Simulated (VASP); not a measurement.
Runs of VASP 6.6.1 on LiCl. Symmetry: P6_3/mmc, No. 194, hexagonal system. The conventional cell has a = 3.575 Å, b = 3.575 Å, c = 6.024 Å, α = 90.00°, β = 90.00°, γ = 120.00°. Within 3.4 Å of Li (site symmetry -3m) lie 6 Cl at 2.56 Å and 2 Li at 3.01 Å. Within 3.4 Å of Cl (site symmetry -6m2) lie 6 Li at 2.56 Å. 

```tsv
level	potentials or basis	k mesh	grid for exact exchange (PRECFOCK)	share of exact exchange	screening parameter	gap on the mesh (eV)
LDA	VASP PAW LDA potentials, release 64 (Li_sv, Cl)	6 × 6 × 2	-	-	-	6.03
PBE	VASP PAW PBE potentials, release 64 (Li_sv, Cl)	6 × 6 × 4	-	-	-	6.37
PBE	VASP PAW PBE potentials, release 64 (Li_sv, Cl)	6 × 6 × 2	-	-	-	6.37
HSE06	VASP PAW PBE potentials, release 64 (Li_sv, Cl)	6 × 6 × 2	Normal	0.25	0.2079 1/Å	7.76
r2SCAN	VASP PAW PBE potentials, release 64 (Li_sv, Cl)	6 × 6 × 2	-	-	-	(a)
```

Alike in all rows: task single point; no spin polarisation; cell as given; cutoff (eV) 520; smearing gaussian 0.01 eV.

Task: Fill in the values left out.

Result: (a) 7.33.

Caveats: some runs use coarse meshes.

A k mesh can miss the band edges.
